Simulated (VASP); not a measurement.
# GaAs (F-43m) in VASP: notebook

GaAs is run at these levels: PBEsol; tasks: vibrations by perturbation theory.

All numbers are computed with VASP 6.6.1; they aren't measurements. Logs are shortened: lines on timing, memory, paths and dates and some standing lists are left out, and cuts for length are marked.

### 1 The cell of the first run

Symmetry: F-43m, No. 216, cubic system. Conventional cell: a = 5.608 Å, b = 5.608 Å, c = 5.608 Å, α = 90.00°, β = 90.00°, γ = 90.00°. Within 3.2 Å of Ga (site symmetry -43m) lie 4 As at 2.43 Å. As (site symmetry -43m) has 4 Ga at 2.43 Å within 3.2 Å.

### 2 Vibrations by perturbation theory, PBEsol

INCAR

```
SYSTEM = GaAs
PREC = Accurate
ENCUT = 520
EDIFF = 1E-8
ISMEAR = 0
SIGMA = 0.01
LREAL = .False.
LASPH = .True.
NELM = 100
ALGO = Normal
ISIF = 2
LWAVE = .False.
LCHARG = .False.
GGA = PS
IBRION = 8
NSW = 1
LEPSILON = .True.
```

KPOINTS

```
Automatic mesh
0
Gamma
  12 12 12
  0 0 0
```

POSCAR

```
GaAs
1.0
    0.0000000000      2.8040566995      2.8040566995
    2.8040566995      0.0000000000      2.8040566995
    2.8040566995      2.8040566995      0.0000000000
Ga As
1 1
Direct
    0.0000000000      0.0000000000      0.0000000000
    0.7500000000      0.7500000000      0.7500000000
```

Potentials or basis: VASP PAW PBE potentials, release 64 (Ga_d, As).

Command:

```console
> cat potpaw_PBE.64/Ga_d/POTCAR potpaw_PBE.64/As/POTCAR > POTCAR
> mpirun -np 1 vasp_std > vasp.out
```

OUTCAR:

```text
SYSTEM = GaAs
   PREC = Accurate
   ENCUT = 520
   EDIFF = 1E-8
   ISMEAR = 0
   LREAL = .False.
   LASPH = .True.
   NELM = 100
   ISIF = 2
   GGA = PS
   IBRION = 8
   NSW = 1
   LEPSILON = .True.

 ion  position               nearest neighbor table
   1  0.000  0.000  0.000-   2 2.43   2 2.43   2 2.43   2 2.43
   2  0.750  0.750  0.750-   1 2.43   1 2.43   1 2.43   1 2.43

  LATTYP: Found a face centered cubic cell.
 ALAT       =     5.6081133990

  Lattice vectors:

 A1 = (   0.0000000000,   2.8040566995,   2.8040566995)
 A2 = (   2.8040566995,   0.0000000000,   2.8040566995)
 A3 = (   2.8040566995,   2.8040566995,   0.0000000000)

Analysis of symmetry for initial positions (statically):
=====================================================================
 Subroutine PRICEL returns:
 Original cell was already a primitive cell.

 Routine SETGRP: Setting up the symmetry group for a
 face centered cubic supercell.

 Subroutine GETGRP returns: Found 24 space group operations
 (whereof 24 operations were pure point group operations)
 out of a pool of 48 trial point group operations.

The static configuration has the point symmetry T_d .

Analysis of symmetry for dynamics (positions and initial velocities):
=====================================================================
 Subroutine PRICEL returns:
 Original cell was already a primitive cell.

 Routine SETGRP: Setting up the symmetry group for a
 face centered cubic supercell.

 Subroutine GETGRP returns: Found 24 space group operations
 (whereof 24 operations were pure point group operations)
 out of a pool of 48 trial point group operations.

The dynamic configuration has the point symmetry T_d .

 Subroutine INISYM returns: Found 24 space group operations
 (whereof 24 operations are pure point group operations),
 and found     1 'primitive' translations

----------------------------------------------------------------------------------------

                                     Primitive cell

  volume of cell :      44.0951

  direct lattice vectors                    reciprocal lattice vectors
     0.000000000  2.804056699  2.804056699    -0.178313085  0.178313085  0.178313085
     2.804056699  0.000000000  2.804056699     0.178313085 -0.178313085  0.178313085
     2.804056699  2.804056699  0.000000000     0.178313085  0.178313085 -0.178313085

  length of vectors
     3.965535014  3.965535014  3.965535014     0.308847323  0.308847323  0.308847323

  position of ions in fractional coordinates (direct lattice)
     0.000000000  0.000000000  0.000000000
     0.750000000  0.750000000  0.750000000

  ion indices of the primitive-cell ions
   primitive index   ion index
                 1           1
                 2           2

----------------------------------------------------------------------------------------

 KPOINTS: Automatic mesh

Automatic generation of k-mesh.
 Grid dimensions read from file:
 generate k-points for:   12   12   12

 Generating k-lattice:

  Cartesian coordinates                     Fractional coordinates (reciprocal lattice)
[... 532 lines left out ...]

 Free energy of the ion-electron system (eV)
  ---------------------------------------------------
  ---------------------------------------------------
  free energy    TOTEN  =        -1.89948079 eV

  energy without entropy =       -1.89948079

------------------------ aborting loop because EDIFF is reached ----------------------------------------

--------------------------------------- Ionic step        2  -------------------------------------------

------------------------ aborting loop because EDIFF is reached ----------------------------------------

--------------------------------------- Ionic step        3  -------------------------------------------

------------------------ aborting loop because EDIFF is reached ----------------------------------------

 PIEZOELECTRIC TENSOR FIELD DIRECTION 3  (e Angst)
 -----------------------------------------------------------------------------
    -0.00078  2.22278  0.00000           (  0.00000  0.01616  0.00000)
     2.22278 -0.00078  0.00000           (  0.01616  0.00000  0.00000)
     0.00000  0.00000 -0.00070           (  0.00000  0.00000  0.00000)

 PIEZOELECTRIC TENSOR FIELD DIRECTION 3  (C/m^2)
 -----------------------------------------------------------------------------
    -0.00029  0.80764  0.00000
     0.80764 -0.00029  0.00000
     0.00000  0.00000 -0.00026

--------------------------------------- Ionic step        4  -------------------------------------------

------------------------ aborting loop because EDIFF is reached ----------------------------------------

[... ionic steps 5 to 6 ...]

--------------------------------------- Ionic step        7  -------------------------------------------

 Free energy of the ion-electron system (eV)
  ---------------------------------------------------
  ---------------------------------------------------
  free energy    TOTEN  =        -0.04366844 eV

  energy without entropy =       -0.04366844

------------------------ aborting loop because EDIFF is reached ----------------------------------------

 INTERNAL STRAIN TENSOR  FOR ION    2  DIRECTION 1   (eV/Angst):
 -----------------------------------------------------------------------------
    -0.00356  0.00000  0.00000
     0.00000  0.00308  8.01046
     0.00000  8.01046  0.00308

 MACROSCOPIC STATIC DIELECTRIC TENSOR (including local field effects in DFT)
 ------------------------------------------------------
          15.682797    -0.000000     0.000000
          -0.000000    15.682797     0.000000
          -0.000000    -0.000000    15.682797
 ------------------------------------------------------

 PIEZOELECTRIC TENSOR (including local field effects)  for field in x, y, z        (e  Angst)
          XX          YY          ZZ          XY          YZ          ZX
  --------------------------------------------------------------------------------
  x     0.00000     0.00000     0.00000     0.00000     2.22833     0.00000
  y     0.00000     0.00000     0.00000     0.00000     0.00000     2.22833
  z     0.00000     0.00000     0.00000     2.22833     0.00000     0.00000

 PIEZOELECTRIC TENSOR (including local field effects)  for field in x, y, z        (C/m^2)
          XX          YY          ZZ          XY          YZ          ZX
  --------------------------------------------------------------------------------
  x     0.00000     0.00000     0.00000     0.00000     0.80966     0.00000
  y     0.00000     0.00000     0.00000     0.00000     0.00000     0.80966
  z     0.00000     0.00000     0.00000     0.80966     0.00000     0.00000

 BORN EFFECTIVE CHARGES (including local field effects) (in |e|, cummulative output)
 ---------------------------------------------------------------------------------
 ion    1
    1     2.08219     0.00000     0.00000
    2    -0.00000     2.08219    -0.00000
    3     0.00000    -0.00000     2.08219
 ion    2
    1    -2.08219    -0.00000     0.00000
    2     0.00000    -2.08219     0.00000
    3    -0.00000     0.00000    -2.08219

 INTERNAL STRAIN TENSOR FOR ION    2 for displacements in x,y,z  (eV/Angst):
          X           Y           Z          XY          YZ          ZX
  --------------------------------------------------------------------------------
  x    -0.00000     0.00000     0.00000     0.00000     8.01046     0.00000
  y     0.00000    -0.00000     0.00000     0.00000     0.00000     8.01046
  z     0.00000     0.00000    -0.00000     8.01046     0.00000     0.00000

 SECOND DERIVATIVES (NOT SYMMETRIZED)
 ------------------------------------
               1X          1Y          1Z          2X          2Y          2Z
  1X    -9.888525    0.000000    0.000000    9.888525    0.000000    0.000000
  1Y     0.000000   -9.888525    0.000000    0.000000    9.888525    0.000000
  1Z     0.000000    0.000000   -9.888525    0.000000    0.000000    9.888525
  2X     9.836435    0.000000    0.000000   -9.836435    0.000000    0.000000
  2Y     0.000000    9.836435    0.000000    0.000000   -9.836435    0.000000
  2Z     0.000000    0.000000    9.836435    0.000000    0.000000   -9.836435

 Eigenvectors and eigenvalues of the dynamical matrix
 ----------------------------------------------------

   1 f  =    8.170033 THz    51.333828 2PiTHz  272.522950 cm-1    33.788524 meV
             X         Y         Z           dx          dy          dz
      0.000000  0.000000  0.000000     0.000000    0.720618   -0.000000
      4.206085  4.206085  4.206085     0.000000   -0.693332    0.000000
[... 21 lines left out ...]
   6 f/i=    0.010780 THz     0.067731 2PiTHz    0.359572 cm-1     0.044581 meV
             X         Y         Z           dx          dy          dz
      0.000000  0.000000  0.000000     0.660066    0.209872   -0.031243
      4.206085  4.206085  4.206085     0.686042    0.218132   -0.032473

--------------------------------------------------------------------------------------------------------

 MACROSCOPIC STATIC DIELECTRIC TENSOR IONIC CONTRIBUTION
 ------------------------------------------------------
           1.803971    -0.000000     0.000000
          -0.000000     1.803971    -0.000000
           0.000000    -0.000000     1.803971
 ------------------------------------------------------

 ELASTIC MODULI CONTR FROM IONIC RELAXATION (kBar)
 Direction    XX          YY          ZZ          XY          YZ          ZX
 --------------------------------------------------------------------------------
 XX          -0.0000     -0.0000      0.0000     -0.0000      0.0000      0.0000
 YY          -0.0000     -0.0000     -0.0000     -0.0000     -0.0000      0.0000
 ZZ           0.0000     -0.0000     -0.0000      0.0000     -0.0000      0.0000
 XY          -0.0000     -0.0000      0.0000   -234.4034      0.0000      0.0000
 YZ           0.0000     -0.0000     -0.0000      0.0000   -234.4034      0.0000
 ZX           0.0000      0.0000      0.0000      0.0000      0.0000   -234.4034
 --------------------------------------------------------------------------------

 PIEZOELECTRIC TENSOR IONIC CONTR  for field in x, y, z        (C/m^2)
          XX          YY          ZZ          XY          YZ          ZX
  --------------------------------------------------------------------------------
  x     0.00000    -0.00000    -0.00000     0.00000    -0.61188    -0.00000
  y     0.00000     0.00000     0.00000     0.00000     0.00000    -0.61188
  z    -0.00000    -0.00000     0.00000    -0.61188    -0.00000     0.00000
```

Wall time 12 min (1 thread of AMD EPYC 9R45 (Zen 5), shared host); peak memory 0.49 GiB.

Results:

```
Electronic dielectric tensor (diagonal)                 : 15.68
Born charges (mean of the diagonal)                     : Ga +2.08; As -2.08 e
Highest phonon frequency at Γ, LO-TO splitting left out : 273 cm⁻¹
```

Phonon frequencies in cm⁻¹ (negative: imaginary):
```tsv
q point	frequencies
(0.000, 0.000, 0.000)	0 0 0 273 273 273
```

Electronic dielectric tensor:
```
15.68  0.00  0.00
 0.00 15.68  0.00
 0.00  0.00 15.68
```

Born effective charge tensors (e):
atom 1, Ga
```
2.08 0.00 0.00
0.00 2.08 0.00
0.00 0.00 2.08
```
atom 2, As
```
-2.08  0.00  0.00
 0.00 -2.08  0.00
 0.00  0.00 -2.08
```

Caveat: the cell wasn't relaxed at this level first, which shifts response properties; the PAW data sets were made with another functional, which shifts forces and pressure a little.

### 3 Vibrations by perturbation theory, PBEsol

This run uses another cell than the first one, of 20.45 Å³/atom, 0.927 times its volume.

Edit INCAR of step 2 so:

```diff
@@ -8,3 +8,3 @@
 LASPH = .True.
-NELM = 100
+NELM = 80
 ALGO = Normal
```

KPOINTS

```
regular mesh
0
Gamma
  12 12 12
  0 0 0
```

POSCAR

```
GaAs
1.0
    0.0000000000      2.7345689350      2.7345689350
    2.7345689350      0.0000000000      2.7345689350
    2.7345689350      2.7345689350      0.0000000000
Ga As
1 1
Direct
    0.0000000000      0.0000000000      0.0000000000
    0.7500000000      0.7500000000      0.7500000000
```

Potentials or basis: VASP PAW PBE potentials, release 64 (Ga_d, As).

Command:

```console
> cat potpaw_PBE.64/Ga_d/POTCAR potpaw_PBE.64/As/POTCAR > POTCAR
> mpirun -np 1 vasp_std > vasp.out
```

OUTCAR:

```text
SYSTEM = GaAs
   PREC = Accurate
   ENCUT = 520
   EDIFF = 1E-8
   ISMEAR = 0
   LREAL = .False.
   LASPH = .True.
   NELM = 80
   ISIF = 2
   GGA = PS
   IBRION = 8
   NSW = 1
   LEPSILON = .True.

 ion  position               nearest neighbor table
   1  0.000  0.000  0.000-   2 2.37   2 2.37   2 2.37   2 2.37
   2  0.750  0.750  0.750-   1 2.37   1 2.37   1 2.37   1 2.37

  LATTYP: Found a face centered cubic cell.
[... 714 lines left out ...]
      4.101853  4.101853  4.101853    -0.630906    0.290760    0.000000
[... 21 lines left out ...]
   6 f/i=    0.004956 THz     0.031142 2PiTHz    0.165327 cm-1     0.020498 meV
             X         Y         Z           dx          dy          dz
      0.000000  0.000000  0.000000     0.155535    0.465941    0.491215
      4.101853  4.101853  4.101853     0.161050    0.482463    0.508634

--------------------------------------------------------------------------------------------------------

 MACROSCOPIC STATIC DIELECTRIC TENSOR IONIC CONTRIBUTION
 ------------------------------------------------------
           1.403487     0.000000     0.000000
           0.000000     1.403487     0.000000
           0.000000     0.000000     1.403487
 ------------------------------------------------------

 ELASTIC MODULI CONTR FROM IONIC RELAXATION (kBar)
 Direction    XX          YY          ZZ          XY          YZ          ZX
 --------------------------------------------------------------------------------
 XX          -0.0000      0.0000      0.0000     -0.0000      0.0000      0.0000
 YY           0.0000     -0.0000      0.0000     -0.0000     -0.0000     -0.0000
 ZZ           0.0000      0.0000     -0.0000      0.0000     -0.0000      0.0000
 XY          -0.0000     -0.0000      0.0000   -419.0385     -0.0000     -0.0000
 YZ           0.0000     -0.0000     -0.0000     -0.0000   -419.0385     -0.0000
 ZX           0.0000     -0.0000      0.0000     -0.0000     -0.0000   -419.0385
 --------------------------------------------------------------------------------

 PIEZOELECTRIC TENSOR IONIC CONTR  for field in x, y, z        (C/m^2)
          XX          YY          ZZ          XY          YZ          ZX
  --------------------------------------------------------------------------------
  x     0.00000    -0.00000    -0.00000    -0.00000    -0.72161    -0.00000
  y     0.00000    -0.00000     0.00000    -0.00000    -0.00000    -0.72161
  z    -0.00000    -0.00000     0.00000    -0.72161    -0.00000    -0.00000
```

It took 22 min on 1 thread of Intel Xeon Platinum 8259CL at 2.50GHz (Skylake/Cascade Lake), shared host; peak memory 0.48 GiB.

Results:

- Electronic dielectric tensor (diagonal): 12.50
- Born charges (mean of the diagonal): Ga +1.93; As -1.93 e
- Highest phonon frequency at Γ, LO-TO splitting left out: 298 cm⁻¹

Phonon frequencies in cm⁻¹ (negative: imaginary):
```csv
q point,frequencies
"(0.000, 0.000, 0.000)",0 0 0 298 298 298
```

Electronic dielectric tensor:
```
12.50  0.00  0.00
 0.00 12.50  0.00
 0.00  0.00 12.50
```

Born effective charge tensors (e):
atom 1, Ga
```
1.93 0.00 0.00
0.00 1.93 0.00
0.00 0.00 1.93
```
atom 2, As
```
-1.93  0.00  0.00
 0.00 -1.93  0.00
 0.00  0.00 -1.93
```

Caveat: the cell wasn't relaxed at this level first, which shifts response properties; the PAW data sets were made with another functional, which shifts forces and pressure a little.
